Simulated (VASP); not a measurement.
Crystal: KI.

```
K I
1.0
     0.00000    3.49112    3.55846
     3.49112    0.00000    3.55846
     3.49112    3.49112    0.00000
K I
1 1
Cartesian
  0.0000 0.0000 0.0000
  3.4911 3.4911 3.5585
```

This cell differs from its parent crystal: epitaxial xy strain -1.5%.

Base run:

* Program: VASP 6.6.1
* Functional: PBE
* Potentials or basis: VASP PAW PBE potentials, release 64 (K_sv, I)
* Cutoff: 520 eV
* k mesh: 6 × 6 × 6
* Occupations: fermi-dirac, width 0.02 eV
* Spin: no spin polarisation

Its results: band gap on the k mesh 4.00 eV, direct; pressure 0.9 GPa.

The run is repeated on the same cell with these changes: functional from PBE to r2SCAN; occupations from fermi-dirac, width 0.02 eV to gaussian, width 0.01 eV. What comes out?

Band gap on the k mesh 4.65 eV, direct; pressure 0.4 GPa.

Caveats: spin-orbit coupling is left out, which moves the levels of the heavy elements; the PAW data sets were made with another functional, which shifts forces and pressure a little (some runs).

